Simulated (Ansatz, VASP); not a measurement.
Two plane-wave programs on K2SiB2

File INCAR:

```
SYSTEM = K2SiB2
PREC = Accurate
ENCUT = 600
EDIFF = 1E-6
ISMEAR = 0
SIGMA = 0.1
LREAL = .FALSE.
LASPH = .TRUE.
NELM = 60
ALGO = Normal
ISIF = 3
LWAVE = .FALSE.
LCHARG = .FALSE.
GGA = PE
IBRION = 2
NSW = 100
EDIFFG = -0.01
```

Contents of KPOINTS:

```
regular mesh
0
G
  12 12 8
  0 0 0
```

The input POSCAR:

```
K2SiB2
1.0
    4.4271425256      0.0000000000      0.0000000000
   -2.2135712628      3.8340178933      0.0000000000
    0.0000000000      0.0000000000      5.6230994158
K Si B
2 1 2
Direct
    0.3333333333      0.6666666667      0.5000000000
    0.6666666667      0.3333333333      0.5000000000
    0.0000000000      0.0000000000      0.0000000000
    0.3333333333      0.6666666667      0.0000000000
    0.6666666667      0.3333333333      0.0000000000
```

Input for Ansatz:

```yaml
crystal:
  lattice:
    - [4.4271425256, 0.0, 0.0]
    - [-2.2135712628, 3.8340178933, 0.0]
    - [0.0, 0.0, 5.6230994158]
  atoms:
    - { symbol: K, position: [0.3333333333, 0.6666666667, 0.5] }
    - { symbol: K, position: [0.6666666667, 0.3333333333, 0.5] }
    - { symbol: Si, position: [0.0, 0.0, 0.0] }
    - { symbol: B, position: [0.3333333333, 0.6666666667, 0.0] }
    - { symbol: B, position: [0.6666666667, 0.3333333333, 0.0] }
basis:
  ecutwfc: 420
kpoints:
  mp_grid: { grid: [12, 12, 8] }
hamiltonian:
  xc: pbe
scf:
  occupations: { method: gaussian, width: 0.1 }
output:
  forces: true
  stress: true
  eigenvalues: true
relax:
  adjacent_minimum: "off"
  f_tol: 0.01
  max_steps: 80
  cell: { stress_tol: 0.05 }
```

Alike in both runs: task relaxation of cell and atoms; functional PBE; k mesh 12 × 12 × 8; occupations gaussian, width 0.1 eV; no spin polarisation.

```csv
,VASP,Ansatz
version,VASP 6.6.1,Ansatz 0.2.0
potentials or method,"VASP PAW PBE potentials, release 64 (K_sv, Si, B), cutoff 600 eV","scalar-relativistic, plane waves, PAW"
valence electrons in the cell,28,28
```

Ansatz gave:

```
gap on the k mesh at the Fermi level, each at its own relaxed structure (eV) : none
relaxed volume (Å³/atom)                                                     : 18.88
relaxed cell length with the largest relative difference (Å)                 : 4.409
```

Estimate VASP's values.

gap on the k mesh at the Fermi level, each at its own relaxed structure (eV): none; relaxed volume (Å³/atom): 19.05; relaxed cell length with the largest relative difference (Å): 4.425.

A gap of «none» marks a metal or a gap that the smearing closes.
